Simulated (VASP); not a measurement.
# BN (e600) (P6_3mc) in VASP: notebook, part 2 of 2

VASP 6.6.1.

### Step 3. Single point, PBEsol

The input, INCAR:

```
SYSTEM = BN
PREC = Accurate
ENCUT = 520
EDIFF = 1E-7
ISMEAR = 0
SIGMA = 0.01
LREAL = .FALSE.
LASPH = .TRUE.
NELM = 100
ALGO = Normal
ISIF = 2
LWAVE = .FALSE.
LCHARG = .FALSE.
GGA = PS
NBANDS = 16
```

The input, KPOINTS:

```
Automatic mesh
0
G
  9 9 6
  0 0 0
```

The input, POSCAR:

```
BN
1.0
    2.5151549549      0.0000000000      0.0000000000
   -1.2575774774      2.1781880854      0.0000000000
    0.0000000000      0.0000000000      4.1606277791
B N
2 2
Direct
    0.3333333333      0.6666666667     -0.0001256023
    0.6666666667      0.3333333333      0.4998743977
    0.3333333333      0.6666666667      0.3741256023
    0.6666666667      0.3333333333      0.8741256023
```

Potentials or basis: VASP PAW PBE potentials, release 64 (B, N).

Launch:

```
$ cat potpaw_PBE.64/B/POTCAR potpaw_PBE.64/N/POTCAR > POTCAR
$ mpirun -np 1 vasp_std > vasp.out
```

OUTCAR:

```text
SYSTEM = BN
   PREC = Accurate
   ENCUT = 520
   EDIFF = 1E-7
   ISMEAR = 0
   LREAL = .FALSE.
   LASPH = .TRUE.
   NELM = 100
   ISIF = 2
   GGA = PS

 ion  position               nearest neighbor table
   1  0.333  0.667  1.000-   4 1.54   4 1.54   4 1.54   3 1.56
   2  0.667  0.333  0.500-   3 1.54   3 1.54   3 1.54   4 1.56
   3  0.333  0.667  0.374-   2 1.54   2 1.54   2 1.54   1 1.56
   4  0.667  0.333  0.874-   1 1.54   1 1.54   1 1.54   2 1.56

  LATTYP: Found a hexagonal cell.
 ALAT       =     2.5151549549
 C/A-ratio  =     1.6542232402

  Lattice vectors:

 A1 = (   2.5151549549,   0.0000000000,   0.0000000000)
 A2 = (  -1.2575774774,   2.1781880854,   0.0000000000)
 A3 = (   0.0000000000,   0.0000000000,   4.1606277791)

Analysis of symmetry for initial positions (statically):
=====================================================================
 Subroutine PRICEL returns:
 Original cell was already a primitive cell.

 Routine SETGRP: Setting up the symmetry group for a
 hexagonal supercell.

 Subroutine GETGRP returns: Found 12 space group operations
 (whereof  6 operations were pure point group operations)
 out of a pool of 24 trial point group operations.

The static configuration has the point symmetry C_3v.
 The point group associated with its full space group is C_6v.

Analysis of symmetry for dynamics (positions and initial velocities):
=====================================================================
 Subroutine PRICEL returns:
 Original cell was already a primitive cell.

 Routine SETGRP: Setting up the symmetry group for a
 hexagonal supercell.

 Subroutine GETGRP returns: Found 12 space group operations
 (whereof  6 operations were pure point group operations)
 out of a pool of 24 trial point group operations.

The dynamic configuration has the point symmetry C_3v.
 The point group associated with its full space group is C_6v.

[... 117 lines left out ...]
   ISMEAR =     0;   SIGMA  =   0.01  broadening in eV -4-tet -1-fermi 0-gaus
   EFERMI_NEDOS =   21; number of points for ismear=-14 and -15
   IALGO  =     38    algorithm
   IMIX   =      4    mixing-type and parameters
     AMIX     =   0.40;   BMIX     =  1.00
     AMIX_MAG =   1.60;   BMIX_MAG =  1.00
  volume/ion in A,a.u.               =       5.70        38.46
  Fermi-wavevector in a.u.,A,eV,Ry     =   1.454929  2.749417 28.801067  2.116819
  Thomas-Fermi vector in A             =   2.572023
   LORBIT       =      0    0 simple, 1 ext, 2 COOP (PROOUT), +10 PAW based schemes
   GGA     = PS    functional components
   LHFCALC =     F    Hartree Fock is set to
   AEXX    =    0.0000 exact exchange contribution
   IVDW    =     0    specifies the selected vdW correction
   LEPSILON=     F    determine dielectric tensor
   LRPA    =     F    only Hartree local field effects (RPA)
 non-spin polarized calculation
 Gauss-broadening in eV      SIGMA  =   0.01
  energy-cutoff  :      520.00
  volume of cell :       22.79
 maximum number of plane-waves:       628
 NGX is ok and might be reduce to    20
   NGX =  9   NGY =  9   NGZ = 15

 number of electron      15.9999998 magnetization

 Free energy of the ion-electron system (eV)
  ---------------------------------------------------
  ext. energy  EPLUGINS =         0.00000000
  ---------------------------------------------------
  free energy    TOTEN  =       -36.59443757 eV

  energy without entropy =      -36.59443757  energy(sigma->0) =      -36.59443757

 E-fermi :   8.0704     XC(G=0): -13.1829

 val. band max:        7.9846411976   @ k =   0.0000   0.0000   0.0000
 cond. band min:      12.8633432380   @ k =   0.3333   0.3333   0.0000
 fundamental gap:      4.8787020404
 Fermi energy:         8.0704053169

 k-point     1 :       0.0000    0.0000    0.0000
  band No.  band energies     occupation
      1     -12.8762      2.00000
      2      -8.5021      2.00000
      3      -3.3855      2.00000
      4       5.7669      2.00000
      5       5.7669      2.00000
      6       7.6766      2.00000
[... 433 lines left out ...]
      3      -1.5410      2.00000
      4      -0.0641      2.00000
      5      -0.0641      2.00000
      6       1.8415      2.00000
[... 8 lines left out ...]
     15      24.5492      0.00000
     16      24.5492      0.00000

 [... further k-points ...]
[... 5 lines left out ...]
  --------------------------------------------------------------------------------------
  -------------------------------------------------------------------------------------
  Total        1.8745825      1.8745825      1.8993698      0.0000000      0.0000000     -0.0000000
  in kB      131.7638100    131.7638100    133.5061061      0.0000000      0.0000000     -0.0000000
  external PRESSURE =     132.3445754 kB  Pullay stress =       0.0000000 kB

 VOLUME and BASIS-vectors are now :
 -----------------------------------------------------------------------------
  energy-cutoff  :      520.00
  volume of cell :       22.79
      direct lattice vectors                 reciprocal lattice vectors
     2.515154955  0.000000000  0.000000000     0.397589818  0.229548588  0.000000000
    -1.257577477  2.178188085  0.000000000     0.000000000  0.459097177  0.000000000
     0.000000000  0.000000000  4.160627779     0.000000000  0.000000000  0.240348345

 POSITION                                       TOTAL-FORCE (eV/Angst)
 -----------------------------------------------------------------------------------
     -0.00000      1.45213      4.16011        -0.000000      0.000000      0.004023
      1.25758      0.72606      2.07979        -0.000000      0.000000      0.004023
     -0.00000      1.45213      1.55660         0.000000     -0.000000     -0.004023
      1.25758      0.72606      3.63691        -0.000000      0.000000     -0.004023
 -----------------------------------------------------------------------------------
    total drift:                               -0.000000      0.000000     -0.000290

  FREE ENERGIE OF THE ION-ELECTRON SYSTEM (eV)
  ---------------------------------------------------
  free  energy   TOTEN  =       -36.5944375741 eV

  energy  without entropy=      -36.5944375741  energy(sigma->0) =      -36.59443757
```

OSZICAR:

```text
N       E                     dE             d eps       ncg     rms          rms(c)
DAV:   1     0.373493312021E+02    0.37349E+02   -0.82515E+03  1536   0.971E+02
DAV:   2    -0.363298179332E+02   -0.73679E+02   -0.68924E+02  2176   0.234E+02
DAV:   3    -0.386106513653E+02   -0.22808E+01   -0.22738E+01  1880   0.367E+01
DAV:   4    -0.386158083537E+02   -0.51570E-02   -0.51567E-02  1752   0.203E+00
DAV:   5    -0.386158202296E+02   -0.11876E-04   -0.11876E-04  1832   0.905E-02    0.959E+00
DAV:   6    -0.368218238594E+02    0.17940E+01   -0.20697E+00  1960   0.130E+01    0.468E+00
DAV:   7    -0.366370826777E+02    0.18474E+00   -0.32251E-01  1960   0.452E+00    0.274E+00
DAV:   8    -0.365955195099E+02    0.41563E-01   -0.51206E-02  1872   0.178E+00    0.248E-01
DAV:   9    -0.365943625089E+02    0.11570E-02   -0.20248E-03  1736   0.507E-01    0.134E-01
DAV:  10    -0.365944366704E+02   -0.74162E-04   -0.23796E-04  1872   0.126E-01    0.198E-02
DAV:  11    -0.365944371922E+02   -0.52176E-06   -0.19206E-05  1960   0.404E-02    0.116E-02
DAV:  12    -0.365944375474E+02   -0.35521E-06   -0.25426E-06  1904   0.160E-02    0.128E-03
DAV:  13    -0.365944375741E+02   -0.26754E-07   -0.73743E-08   848   0.281E-03
   1 F= -.36594438E+02 E0= -.36594438E+02  d E =-.263720E-36
```

stdout:

```text
POSCAR found type information on POSCAR B N
 POSCAR found :  2 types and       4 ions
 scaLAPACK will be used
 -----------------------------------------------------------------------------
|                                                                             |
|                                                                             |
|     You enforced a specific xc type in the INCAR file but a different       |
|     I HOPE YOU KNOW WHAT YOU ARE DOING!                                     |
|                                                                             |
 -----------------------------------------------------------------------------

 LDA part: xc-table for (Slater+PW92), standard interpolation
 POSCAR, INCAR and KPOINTS ok, starting setup
 FFT: planning ... GRIDC
 FFT: planning ... GRID_SOFT
 FFT: planning ... GRID
 WAVECAR not read
 entering main loop
```

It took 8.1 s on 1 thread of AMD EPYC 9R45 (Zen 5), shared host; peak memory 0.11 GiB.

What came out:

```
Free energy            : -36.5944 eV
Pressure               : 13.2 GPa
Largest force          : 0.004 eV/Å
Band gap on the k mesh : 4.88 eV, indirect (least direct gap 8.35 eV)
```

Forces in eV/Å, atoms in the order of the input:
```
B    0.000  0.000  0.004
B    0.000  0.000  0.004
N    0.000  0.000 -0.004
N    0.000  0.000 -0.004
```

Caveat: the PAW data sets were made with another functional, which shifts forces and pressure a little. PBEsol gaps usually lie below the measured ones, often by a third to a half.

### Step 4. Single point, PBEsol

The input, INCAR:

```
  PREC = Accurate
  ENCUT = 520
  EDIFF = 1E-6
  ISMEAR = 0
  SIGMA = 0.01
  LREAL = F
  LASPH = T
  NELM = 80
  ALGO = Normal
  ISIF = 2
  LWAVE = F
  LCHARG = F
  GGA = PS
  NBANDS = 16
```

The input, KPOINTS:

```
Automatic mesh
0
Gamma
  9 9 6
```

POSCAR is that of step 3.

Potentials or basis: VASP PAW PBE potentials, release 64 (B, N).

Launch:

```
$ cat potpaw_PBE.64/B/POTCAR potpaw_PBE.64/N/POTCAR > POTCAR
$ mpirun -np 1 vasp_std > vasp.out
```

OUTCAR:

```text
PREC = Accurate
   ENCUT = 520
   EDIFF = 1E-6
   ISMEAR = 0
   LREAL = F
   LASPH = T
   NELM = 80
   ISIF = 2
   GGA = PS

 ion  position               nearest neighbor table
   1  0.333  0.667  1.000-   4 1.54   4 1.54   4 1.54   3 1.56
   2  0.667  0.333  0.500-   3 1.54   3 1.54   3 1.54   4 1.56
   3  0.333  0.667  0.374-   2 1.54   2 1.54   2 1.54   1 1.56
   4  0.667  0.333  0.874-   1 1.54   1 1.54   1 1.54   2 1.56

  LATTYP: Found a hexagonal cell.
 ALAT       =     2.5151549549
 C/A-ratio  =     1.6542232402

  Lattice vectors:

 A1 = (   2.5151549549,   0.0000000000,   0.0000000000)
 A2 = (  -1.2575774774,   2.1781880854,   0.0000000000)
 A3 = (   0.0000000000,   0.0000000000,   4.1606277791)

Analysis of symmetry for initial positions (statically):
=====================================================================
 Subroutine PRICEL returns:
 Original cell was already a primitive cell.

 Routine SETGRP: Setting up the symmetry group for a
 hexagonal supercell.

[... 168 lines left out ...]
  ---------------------------------------------------
  free energy    TOTEN  =       -36.59443755 eV

  energy without entropy =      -36.59443755  energy(sigma->0) =      -36.59443755

 E-fermi :   8.0705     XC(G=0): -13.1829

 val. band max:        7.9847453278   @ k =   0.0000   0.0000   0.0000
 cond. band min:      12.8633257627   @ k =   0.3333   0.3333   0.0000
 fundamental gap:      4.8785804349
 Fermi energy:         8.0704505237

 k-point     1 :       0.0000    0.0000    0.0000
  band No.  band energies     occupation
      1     -12.8762      2.00000
      2      -8.5020      2.00000
      3      -3.3855      2.00000
      4       5.7670      2.00000
      5       5.7670      2.00000
      6       7.6767      2.00000
[... 433 lines left out ...]
      3      -1.5410      2.00000
      4      -0.0640      2.00000
      5      -0.0640      2.00000
      6       1.8416      2.00000
[... 8 lines left out ...]
     15      24.5493      0.00000
     16      24.5493      0.00000

 [... further k-points ...]
[... 5 lines left out ...]
  --------------------------------------------------------------------------------------
  -------------------------------------------------------------------------------------
  Total        1.8744309      1.8744309      1.8991520      0.0000000      0.0000000      0.0000000
  in kB      131.7531584    131.7531584    133.4907917      0.0000000      0.0000000      0.0000000
  external PRESSURE =     132.3323695 kB  Pullay stress =       0.0000000 kB

 VOLUME and BASIS-vectors are now :
 -----------------------------------------------------------------------------
  energy-cutoff  :      520.00
  volume of cell :       22.79
      direct lattice vectors                 reciprocal lattice vectors
     2.515154955  0.000000000  0.000000000     0.397589818  0.229548588  0.000000000
    -1.257577477  2.178188085  0.000000000     0.000000000  0.459097177  0.000000000
     0.000000000  0.000000000  4.160627779     0.000000000  0.000000000  0.240348345

 POSITION                                       TOTAL-FORCE (eV/Angst)
 -----------------------------------------------------------------------------------
     -0.00000      1.45213      4.16011         0.000000     -0.000000      0.004129
      1.25758      0.72606      2.07979        -0.000000     -0.000000      0.004129
     -0.00000      1.45213      1.55660        -0.000000      0.000000     -0.004129
      1.25758      0.72606      3.63691         0.000000     -0.000000     -0.004129
 -----------------------------------------------------------------------------------
    total drift:                               -0.000000      0.000000     -0.000551

  FREE ENERGIE OF THE ION-ELECTRON SYSTEM (eV)
  ---------------------------------------------------
  free  energy   TOTEN  =       -36.5944375474 eV

  energy  without entropy=      -36.5944375474  energy(sigma->0) =      -36.59443755
```

stdout:

```text
POSCAR found type information on POSCAR B N
 POSCAR found :  2 types and       4 ions
 scaLAPACK will be used
 -----------------------------------------------------------------------------
|                                                                             |
|                                                                             |
|     You enforced a specific xc type in the INCAR file but a different       |
|     I HOPE YOU KNOW WHAT YOU ARE DOING!                                     |
|                                                                             |
 -----------------------------------------------------------------------------

 LDA part: xc-table for (Slater+PW92), standard interpolation
 POSCAR, INCAR and KPOINTS ok, starting setup
 FFT: planning ... GRIDC
 FFT: planning ... GRID_SOFT
 FFT: planning ... GRID
 WAVECAR not read
 entering main loop
```

Run time: 8.2 s. Hardware: 1 thread of AMD EPYC 9R45 (Zen 5), shared host; peak memory 0.1 GiB.

What came out:

```yaml
Free_energy: -36.5944 eV
Pressure: 13.2 GPa
Largest_force: 0.004 eV/Å
Band_gap_on_the_k_mesh: 4.88 eV, indirect (least direct gap 8.35 eV)
```

Forces in eV/Å, atoms in the order of the input:
```
B    0.000  0.000  0.004
B    0.000  0.000  0.004
N    0.000  0.000 -0.004
N    0.000  0.000 -0.004
```

Stress tensor (GPa, compression positive):
```
13.18  0.00  0.00
 0.00 13.18  0.00
 0.00  0.00 13.35
```

Levels at points of the mesh, in eV from the valence-band top:
```csv
k point,band 6,band 7,band 8,band 9,band 10,band 11
"(0.00, 0.00, 0.00)",-0.31,0.00,0.00,8.45,8.45,8.74
"(0.00, 0.00, 0.50)",-1.23,-1.23,-1.23,9.76,9.76,10.05
```

Caveat: the PAW data sets were made with another functional, which shifts forces and pressure a little. A k mesh can miss the band edges.

### Step 5. Relaxation of the atoms, PBEsol (strained cell)

The input, INCAR:

```
PREC = Accurate
ENCUT = 520
EDIFF = 1E-6
ISMEAR = 0
SIGMA = 0.02
LREAL = False
LASPH = True
NELM = 60
ALGO = Normal
ISIF = 2
LWAVE = False
LCHARG = False
GGA = PS
IBRION = 2
NSW = 60
EDIFFG = -0.002
```

KPOINTS is that of step 4.

The input, POSCAR:

```
BN
1.0
    2.5151549549      0.0000000000      0.0000000000
   -1.2575774774      2.1781880854      0.0000000000
    0.0000000000      0.0000000000      4.1606277791
B N
2 2
Direct
    0.3333333333      0.6666666667     -0.0002373568
    0.6666666667      0.3333333333      0.4997626432
    0.3333333333      0.6666666667      0.3742373568
    0.6666666667      0.3333333333      0.8742373568
```

Launch:

```
$ cat potpaw_PBE.64/B/POTCAR potpaw_PBE.64/N/POTCAR > POTCAR
$ mpirun -np 1 vasp_std > vasp.out
```

It took 12 s on 1 thread of AMD EPYC 9R45 (Zen 5), shared host; peak memory 0.1 GiB.

It converged, with:

```yaml
Free_energy: -36.5944 eV
Energy_gained_by_relaxing: 0.0 meV/atom
Ionic_steps: 3
Pressure_after_relaxing: 13.2 GPa
Band_gap_on_the_k_mesh: 4.88 eV, indirect (least direct gap 8.35 eV)
```

Stress tensor (GPa, compression positive):
```
13.17  0.00  0.00
 0.00 13.17  0.00
 0.00  0.00 13.35
```

Final structure:
```
B N
1.0
     2.51515    0.00000    0.00000
    -1.25758    2.17819    0.00000
     0.00000    0.00000    4.16063
B N
2 2
Direct
  0.33333 0.66667 0.99989
  0.66667 0.33333 0.49989
  0.33333 0.66667 0.37411
  0.66667 0.33333 0.87411
```

Levels at points of the mesh, in eV from the valence-band top:
| k point | band 5 | band 6 | band 7 | band 8 | band 9 | band 10 | band 11 | band 12 |
| --- | --- | --- | --- | --- | --- | --- | --- | --- |
| (0.00, 0.00, 0.00) | -2.22 | -0.31 | 0.00 | 0.00 | 8.44 | 8.44 | 8.75 | 9.92 |
| (0.00, 0.00, 0.50) | -1.23 | -1.23 | -1.23 | -1.23 | 9.76 | 9.76 | 10.05 | 10.05 |

Caveat: the cell differs from its parent crystal (strained cell); the PAW data sets were made with another functional, which shifts forces and pressure a little. A k mesh can miss the band edges.

### Step 6. Overview

| task | cell | smearing | gap on the mesh (eV) | pressure (GPa) |
| --- | --- | --- | --- | --- |
| single point | a = 2.515, b = 2.515, c = 4.161 Å, angles 90.0, 90.0, 120.0°, 4 atoms | gaussian 0.02 eV | 4.88 | 13.2 |
| single point | a = 2.515, b = 2.515, c = 4.161 Å, angles 90.0, 90.0, 120.0°, 4 atoms | gaussian 0.01 eV | 4.88 | 13.2 |
| relaxation of the atoms | atoms relaxed from a = 2.515, b = 2.515, c = 4.161 Å, angles 90.0, 90.0, 120.0°, 4 atoms | gaussian 0.02 eV | 4.88 | 13.2 |

Alike in all rows: level PBEsol; potentials or basis VASP PAW PBE potentials, release 64 (B, N); no spin polarisation; k mesh 9 × 9 × 6; cutoff (eV) 520.

Caveats: the PAW data sets were made with another functional, which shifts forces and pressure a little.

Total energies depend on the potentials used, so only differences within one code and one set of settings carry meaning.
